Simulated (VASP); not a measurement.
# Mg8O9 (a cell with a defect) in VASP: single point with PBE

Aim: the single point of Mg8O9 (a cell with a defect) with PBE.

Everything below comes from runs of VASP 6.6.1. Logs are shortened: lines on timing, memory, paths and dates and some standing lists are left out, and cuts for length are marked.

## 1. The cell of the first run

The cell holds a defect, 17 atoms: a = 5.414 Å, b = 5.414 Å, c = 5.414 Å, α = 60.00°, β = 60.00°, γ = 60.00°.

## 2. Single point, PBE, collinear spin

INCAR

```
PREC     = Accurate       # precision mode
ENCUT    = 520            # plane-wave cutoff, eV
EDIFF    = 1E-6           # SCF threshold, eV
ISMEAR   = -1             # smearing method
SIGMA    = 0.05           # smearing width, eV
LREAL    = Auto         
LASPH    = True           # aspherical terms in the spheres
NELM     = 150            # most SCF steps
ALGO     = Normal         # electronic algorithm
ISIF     = 2              # what is computed and relaxed
LWAVE    = False          # write WAVECAR
LCHARG   = False          # write CHGCAR
ISPIN    = 2              # spin polarisation
MAGMOM   = 0 0 0 0 0 0 0 0 0 0 0 0 0 0 0 0 1 # initial moments
LORBIT   = 11             # projections on sites
GGA      = PE             # functional
NBANDS   = 53             # bands
```

KPOINTS

```
regular mesh
0
Gamma
  2 2 2
```

POSCAR

```
Mg8O9
1.0
    0.0000000000      3.8280000000      3.8280000000
    3.8280000000      0.0000000000      3.8280000000
    3.8280000000      3.8280000000      0.0000000000
Mg O
8 9
Direct
   -0.0038735874     -0.0045265795      0.0189476876
    0.0028922484      0.0022783875      0.5122097310
    0.0334828035      0.4810524425     -0.0098274889
    0.0334656814      0.4810729216      0.5249965230
    0.4817131495      0.0328154313     -0.0097842739
    0.4817272901      0.0328364946      0.5249953027
    0.5122962564      0.5116922949      0.0027939484
    0.5191945166      0.5185455030      0.4958805608
    0.2576125887      0.2569884556      0.2575554297
    0.2576460008      0.2569936216      0.7575374631
    0.2575573361      0.7569604728      0.2575288317
    0.2575815073      0.7569397301      0.7574979601
    0.7576006971      0.2569454257      0.2575003602
    0.7575609337      0.2569563819      0.7575144579
    0.7577494499      0.7570185953      0.1350396051
    0.7575842927      0.7569368358      0.7575966685
    0.7576238352      0.7570010854      0.3799489330
```

Potentials or basis: VASP PAW PBE potentials, release 64 (Mg, O).

The run is started by

```bash
> cat potpaw_PBE.64/Mg/POTCAR potpaw_PBE.64/O/POTCAR > POTCAR
> mpirun -np 1 vasp_std > vasp.out
```

OUTCAR:

```text
PREC = Accurate
   ENCUT = 520
   EDIFF = 1E-6
   ISMEAR = -1
   LREAL = Auto
   LASPH = True
   NELM = 150
   ISIF = 2
   ISPIN = 2
   LORBIT = 11
   GGA = PE

 ion  position               nearest neighbor table
   1  0.996  0.995  0.019-  12 1.92  14 1.92  11 1.92  13 1.92  15 1.94  17 1.94  10 2.00   4 2.66
                             6 2.66   3 2.66   5 2.66   2 2.71   2 2.71   7 2.71   7 2.71   5 2.77
   2  0.003  0.002  0.512-  16 1.88  12 1.91  14 1.91  11 1.91  13 1.91   9 1.95   1 2.71   1 2.71
                             6 2.71   8 2.71   4 2.71   8 2.71   5 2.71   3 2.71   5 2.71   3 2.71
   3  0.033  0.481  0.990-  15 1.69  10 1.75   9 1.89  12 1.92  13 1.92  16 1.95   5 2.43   4 2.52
                            17 2.59   1 2.66   8 2.66   7 2.71   2 2.71   2 2.71   7 2.71   8 2.77
   4  0.033  0.481  0.525-  17 1.69  10 1.75   9 1.89  11 1.92  14 1.92  16 1.95   6 2.43   3 2.52
                            15 2.59   1 2.66   8 2.66   7 2.71   2 2.71   2 2.71   7 2.72   8 2.77
   5  0.482  0.033  0.990-  15 1.69  10 1.75   9 1.89  14 1.92  11 1.92  16 1.95   3 2.43   6 2.52
                            17 2.59   1 2.66   8 2.66   7 2.71   2 2.71   2 2.71   7 2.71   8 2.77
   6  0.482  0.033  0.525-  17 1.69  10 1.75   9 1.89  13 1.92  12 1.92  16 1.95   4 2.43   5 2.52
                            15 2.59   1 2.66   8 2.66   7 2.71   2 2.71   2 2.72   7 2.72   8 2.77
   7  0.512  0.512  0.003-  16 1.88  11 1.91  13 1.91  12 1.91  14 1.91   9 1.95   8 2.71   8 2.71
                             6 2.71   1 2.71   4 2.71   1 2.71   5 2.71   3 2.71   3 2.71   5 2.71
   8  0.519  0.519  0.496-  13 1.92  11 1.92  14 1.92  12 1.92  17 1.94  15 1.94  10 2.00   6 2.66
                             4 2.66   3 2.66   5 2.66   7 2.71   7 2.71   2 2.71   2 2.71   5 2.77
   9  0.258  0.257  0.258-   5 1.89   3 1.89   4 1.89   6 1.89   7 1.95   2 1.95
  10  0.258  0.257  0.758-   3 1.75   6 1.75   4 1.75   5 1.75   1 2.00   8 2.00
  11  0.258  0.757  0.258-   2 1.91   7 1.91   8 1.92   1 1.92   4 1.92   5 1.92
  12  0.258  0.757  0.757-   2 1.91   7 1.91   1 1.92   8 1.92   3 1.92   6 1.92
  13  0.758  0.257  0.258-   2 1.91   7 1.91   8 1.92   1 1.92   3 1.92   6 1.92
  14  0.758  0.257  0.758-   2 1.91   7 1.91   1 1.92   8 1.92   5 1.92   4 1.92
  15  0.758  0.757  0.135-  17 1.33   3 1.69   5 1.69   1 1.94   8 1.94   4 2.59   6 2.59   2 2.78
                             7 2.78
  16  0.758  0.757  0.758-   7 1.88   2 1.88   6 1.95   4 1.95   3 1.95   5 1.95
  17  0.758  0.757  0.380-  15 1.33   6 1.69   4 1.69   8 1.94   1 1.94   5 2.59   3 2.59   2 2.78
                             7 2.78

  LATTYP: Found a face centered cubic cell.
 ALAT       =     7.6560000000

  Lattice vectors:

 A1 = (   0.0000000000,   3.8280000000,   3.8280000000)
 A2 = (   3.8280000000,   0.0000000000,   3.8280000000)
 A3 = (   3.8280000000,   3.8280000000,   0.0000000000)

Analysis of symmetry for initial positions (statically):
=====================================================================
 Subroutine PRICEL returns:
 Original cell was already a primitive cell.

 Routine SETGRP: Setting up the symmetry group for a
 face centered cubic supercell.

 Subroutine GETGRP returns: Found  1 space group operations
 (whereof  1 operations were pure point group operations)
 out of a pool of 48 trial point group operations.

The static configuration has the point symmetry C_1 .

Analysis of symmetry for dynamics (positions and initial velocities):
=====================================================================
 Subroutine PRICEL returns:
 Original cell was already a primitive cell.

 Routine SETGRP: Setting up the symmetry group for a
 face centered cubic supercell.

 Subroutine GETGRP returns: Found  1 space group operations
 (whereof  1 operations were pure point group operations)
 out of a pool of 48 trial point group operations.

The dynamic configuration has the point symmetry C_1 .

Analysis of structural, dynamic, and magnetic symmetry:
=====================================================================
 Subroutine PRICEL returns:
 Original cell was already a primitive cell.

 Routine SETGRP: Setting up the symmetry group for a
 face centered cubic supercell.

 Subroutine GETGRP returns: Found  1 space group operations
 (whereof  1 operations were pure point group operations)
 out of a pool of 48 trial point group operations.

The overall configuration has the point symmetry C_1 .

 Subroutine INISYM returns: Found  1 space group operations
 (whereof  1 operations are pure point group operations),
 and found     1 'primitive' translations

----------------------------------------------------------------------------------------

                                     Primitive cell

  volume of cell :     112.1878

  direct lattice vectors                    reciprocal lattice vectors
     0.000000000  3.828000000  3.828000000    -0.130616510  0.130616510  0.130616510
     3.828000000  0.000000000  3.828000000     0.130616510 -0.130616510  0.130616510
     3.828000000  3.828000000  0.000000000     0.130616510  0.130616510 -0.130616510

  length of vectors
     5.413609517  5.413609517  5.413609517     0.226234432  0.226234432  0.226234432

[... 77 lines left out ...]
   total plane-waves  NPLWV =  64000
   dimension x,y,z NGX =    40 NGY =   40 NGZ =   40
   dimension x,y,z NGXF=    80 NGYF=   80 NGZF=   80
   ions per type =               8   9
   NGX,Y,Z   is equivalent  to a cutoff of  12.28, 12.28, 12.28 a.u.
   NGXF,Y,Z  is equivalent  to a cutoff of  24.57, 24.57, 24.57 a.u.
 SYSTEM =  unknown system
   PREC   = accura    normal or accurate (medium, high low for compatibility)
   ISTART =      0    job   : 0-new  1-cont  2-samecut
   ICHARG =      2    charge: 1-file 2-atom 10-const
   ISPIN  =      2    spin polarized calculation?
   LNONCOLLINEAR =      F non collinear calculations
   LSORBIT =      F    spin-orbit coupling
   LASPH  =      T    aspherical Exc in radial PAW
   ENCUT  =  520.0 eV  38.22 Ry    6.18 a.u.  10.07 10.07 10.07*2*pi/ulx,y,z
   NELM   =    150;   NELMIN=  2; NELMDL= -5     # of ELM steps
   EDIFF  = 0.1E-05   stopping-criterion for ELM
   LREAL  =      T    real-space projection
   EDIFFG = 0.1E-04   stopping-criterion for IOM
   NSW    =      0    number of steps for IOM
   IBRION =     -1    ionic relax: 0-MD 1-quasi-New 2-CG
   NFREE  =      0    steps in history (QN), initial steepest desc. (CG)
   ISIF   =      2    stress and relaxation
   ISYM   =      2    0-nonsym 1-usesym 2-fastsym
   POTIM  = 0.5000    time-step for ionic-motion
   TEBEG  =    0.0;   TEEND  =   0.0 temperature during run
   PSTRESS=    0.0 pullay stress
   NELECT =      70.0000    total number of electrons
   NUPDOWN=      -1.0000    fix difference up-down
   EMIN   =  10.00;   EMAX   =-10.00  energy-range for DOS
   EFERMI =   0.00;   METHOD = LEGACY
   ISMEAR =    -1;   SIGMA  =   0.05  broadening in eV -4-tet -1-fermi 0-gaus
   EFERMI_NEDOS =   21; number of points for ismear=-14 and -15
   IALGO  =     38    algorithm
   IMIX   =      4    mixing-type and parameters
     AMIX     =   0.40;   BMIX     =  1.00
     AMIX_MAG =   1.60;   BMIX_MAG =  1.00
  volume/ion in A,a.u.               =       6.60        44.53
  Fermi-wavevector in a.u.,A,eV,Ry     =   1.398918  2.643572 26.626214  1.956971
  Thomas-Fermi vector in A             =   2.522029
   LORBIT       =     11    0 simple, 1 ext, 2 COOP (PROOUT), +10 PAW based schemes
   GGA     = PE    functional components
   LHFCALC =     F    Hartree Fock is set to
   AEXX    =    0.0000 exact exchange contribution
   IVDW    =     0    specifies the selected vdW correction
   LEPSILON=     F    determine dielectric tensor
   LRPA    =     F    only Hartree local field effects (RPA)
 spin polarized calculation
  energy-cutoff  :      520.00
  volume of cell :      112.19
 maximum number of plane-waves:      3026
   NGX = 21   NGY = 21   NGZ = 21

 number of electron      69.9999994 magnetization       0.0000221

 number of electron      69.9999994 magnetization      -0.0000241

 Free energy of the ion-electron system (eV)
  ---------------------------------------------------
  ext. energy  EPLUGINS =         0.00000000
  ---------------------------------------------------
  free energy    TOTEN  =       -81.64639632 eV

  energy without entropy =      -81.64639632  energy(sigma->0) =      -81.64639632

 E-fermi :   8.9122     XC(G=0): -12.8076

 val. band max:        7.8034263461   @ k =   0.5000   0.5000   0.0000
 cond. band min:      14.1967728671   @ k =   0.0000   0.0000   0.0000
 fundamental gap:      6.3933465210
 Fermi energy:         8.9121830207

 spin component 1

 k-point     1 :       0.0000    0.0000    0.0000
  band No.  band energies     occupation
      1     -17.3601      1.00000
      2     -12.6557      1.00000
      3     -11.2778      1.00000
      4     -10.6554      1.00000
      5     -10.4154      1.00000
      6     -10.3990      1.00000
[... 389 lines left out ...]
     46      19.3923      0.00000
     47      19.3927      0.00000
 Fermi energy:         8.9121830207

 spin component 2

 k-point     1 :       0.0000    0.0000    0.0000
  band No.  band energies     occupation
      1     -17.3602      1.00000
      2     -12.6558      1.00000
      3     -11.2778      1.00000
      4     -10.6554      1.00000
      5     -10.4154      1.00000
      6     -10.3989      1.00000
[... 389 lines left out ...]
     46      19.3922      0.00000
     47      19.3927      0.00000
 [bands above 47 left out]

------------------------ aborting loop because EDIFF is reached ----------------------------------------

  FORCE on cell =-STRESS in cart. coord.  units (eV):
  Direction    XX          YY          ZZ          XY          YZ          ZX
  --------------------------------------------------------------------------------------
  -------------------------------------------------------------------------------------
  Total      100.8594485    100.8252538     72.4325028      1.1351688     -0.0063708     -0.0023023
  in kB     1440.3942816   1439.9059399   1034.4232926     16.2115768     -0.0909823     -0.0328803
  external PRESSURE =    1304.9078380 kB  Pullay stress =       0.0000000 kB

 VOLUME and BASIS-vectors are now :
 -----------------------------------------------------------------------------
  energy-cutoff  :      520.00
  volume of cell :      112.19
      direct lattice vectors                 reciprocal lattice vectors
     0.000000000  3.828000000  3.828000000    -0.130616510  0.130616510  0.130616510
     3.828000000  0.000000000  3.828000000     0.130616510 -0.130616510  0.130616510
     3.828000000  3.828000000  0.000000000     0.130616510  0.130616510 -0.130616510

 POSITION                                       TOTAL-FORCE (eV/Angst)
 -----------------------------------------------------------------------------------
      3.88320      3.88570      7.62384         0.003886      0.002154     -0.020001
      1.96946      1.97181      0.01979        -0.001763     -0.000170     -0.011905
      5.63185      3.91855      1.96964        -0.016974      0.003126      0.001012
      3.85123      2.13779      1.96965         0.000461      0.010655     -0.000236
      3.91616      5.63454      1.96962         0.001041     -0.015920      0.000166
      2.13538      3.85373      1.96975         0.010582     -0.001218     -0.000829
[... 9 lines left out ...]
      5.79763      5.80011      5.79759        -0.001293     -0.003063      0.002915
      4.35224      4.35463      5.79798         0.199355      0.202053     -0.001903
 -----------------------------------------------------------------------------------
    total drift:                                0.004029     -0.003344     -0.001295

  FREE ENERGIE OF THE ION-ELECTRON SYSTEM (eV)
  ---------------------------------------------------
  free  energy   TOTEN  =       -81.6463963229 eV

  energy  without entropy=      -81.6463963229  energy(sigma->0) =      -81.64639632

 total charge

# of ion       s       p       d       tot
------------------------------------------
    1        0.194   0.291   0.166   0.651
    2        0.202   0.301   0.163   0.666
    3        0.237   0.372   0.216   0.825
    4        0.237   0.372   0.216   0.825
    5        0.237   0.372   0.216   0.825
    6        0.237   0.372   0.216   0.825
[... 9 lines left out ...]
   16        1.561   3.760   0.000   5.321
   17        1.619   3.753   0.000   5.372
--------------------------------------------------
tot         15.894  36.578   1.520  53.992

 magnetization (x)

# of ion       s       p       d       tot
------------------------------------------
    1       -0.000   0.000   0.000  -0.000
    2       -0.000  -0.000  -0.000  -0.000
    3       -0.000  -0.000   0.000  -0.000
    4       -0.000  -0.000   0.000  -0.000
    5       -0.000  -0.000   0.000  -0.000
    6       -0.000  -0.000   0.000  -0.000
[... 9 lines left out ...]
   16        0.000  -0.000   0.000  -0.000
   17       -0.000  -0.000   0.000  -0.000
--------------------------------------------------
tot         -0.000  -0.000   0.000  -0.000
```

Wall time 4.5 min (1 thread of Intel Xeon Platinum 8488C (Sapphire Rapids), shared host); peak memory 0.31 GiB.

Results:

```
Free energy                                           : -81.6464 eV
Pressure                                              : 130.5 GPa
Largest force                                         : 0.284 eV/Å
Band gap on the k mesh                                : 6.39 eV
Net moment                                            : 0.00 μB per cell
Valence electrons inside the program's atomic spheres : Mg 0.65, 0.67, 0.82; O 5.31, 5.43, 5.37, 5.32
```

Forces on the atoms (eV/Å):
```
Mg   0.004  0.002 -0.020
Mg  -0.002  0.000 -0.012
Mg  -0.017  0.003  0.001
Mg   0.000  0.011  0.000
Mg   0.001 -0.016  0.000
Mg   0.011 -0.001 -0.001
Mg  -0.003  0.000  0.006
Mg   0.003  0.002  0.011
O   -0.001  0.000 -0.004
O   -0.003 -0.001 -0.002
O   -0.001  0.003  0.007
O   -0.001  0.002  0.008
O    0.002  0.000  0.004
O    0.001  0.000  0.006
O   -0.193 -0.203 -0.005
O   -0.001 -0.003  0.003
O    0.199  0.202 -0.002
```

Levels at points of the mesh, in eV from the valence-band top:
Spin up:
| k point | band 31 | band 32 | band 33 | band 34 | band 35 | band 36 | band 37 | band 38 | band 39 | band 40 |
| --- | --- | --- | --- | --- | --- | --- | --- | --- | --- | --- |
| (0.00, 0.00, 0.00) | -2.18 | -1.97 | -1.64 | -1.62 | -1.53 | 6.39 | 7.29 | 7.44 | 7.55 | 7.88 |
| (0.50, 0.00, 0.00) | -2.31 | -2.04 | -1.94 | -1.90 | -0.30 | 8.00 | 8.16 | 8.77 | 9.23 | 9.33 |
| (0.00, 0.50, 0.00) | -2.31 | -2.04 | -1.94 | -1.90 | -0.30 | 8.00 | 8.16 | 8.77 | 9.23 | 9.33 |
| (0.00, 0.00, 0.50) | -2.21 | -2.09 | -1.26 | -0.93 | -0.74 | 6.51 | 8.25 | 8.32 | 9.19 | 9.38 |
| (0.50, 0.50, 0.50) | -2.21 | -2.09 | -1.26 | -0.93 | -0.74 | 6.51 | 8.25 | 8.32 | 9.19 | 9.38 |
| (0.50, 0.50, 0.00) | -2.47 | -2.39 | -2.37 | -0.70 | 0.00 | 7.99 | 9.39 | 9.76 | 10.05 | 10.09 |
| (0.00, 0.50, 0.50) | -2.65 | -2.15 | -1.30 | -0.79 | -0.76 | 6.55 | 9.73 | 9.83 | 9.94 | 10.00 |
| (0.50, 0.00, 0.50) | -2.65 | -2.15 | -1.30 | -0.79 | -0.76 | 6.55 | 9.73 | 9.83 | 9.94 | 10.00 |
Spin down:
| k point | band 31 | band 32 | band 33 | band 34 | band 35 | band 36 | band 37 | band 38 | band 39 | band 40 |
| --- | --- | --- | --- | --- | --- | --- | --- | --- | --- | --- |
| (0.00, 0.00, 0.00) | -2.18 | -1.97 | -1.64 | -1.62 | -1.53 | 6.39 | 7.29 | 7.44 | 7.55 | 7.88 |
| (0.50, 0.00, 0.00) | -2.31 | -2.04 | -1.94 | -1.90 | -0.30 | 8.00 | 8.16 | 8.77 | 9.23 | 9.33 |
| (0.00, 0.50, 0.00) | -2.31 | -2.04 | -1.94 | -1.90 | -0.30 | 8.00 | 8.16 | 8.77 | 9.23 | 9.33 |
| (0.00, 0.00, 0.50) | -2.21 | -2.09 | -1.26 | -0.93 | -0.74 | 6.51 | 8.25 | 8.32 | 9.19 | 9.38 |
| (0.50, 0.50, 0.50) | -2.21 | -2.09 | -1.26 | -0.93 | -0.74 | 6.51 | 8.25 | 8.32 | 9.19 | 9.38 |
| (0.50, 0.50, 0.00) | -2.47 | -2.39 | -2.37 | -0.70 | 0.00 | 7.99 | 9.39 | 9.76 | 10.05 | 10.09 |
| (0.00, 0.50, 0.50) | -2.65 | -2.15 | -1.30 | -0.79 | -0.76 | 6.55 | 9.73 | 9.83 | 9.94 | 10.00 |
| (0.50, 0.00, 0.50) | -2.65 | -2.15 | -1.30 | -0.79 | -0.76 | 6.55 | 9.73 | 9.83 | 9.94 | 10.00 |

Caveat: the k points lie up to 0.71 Å⁻¹ apart.
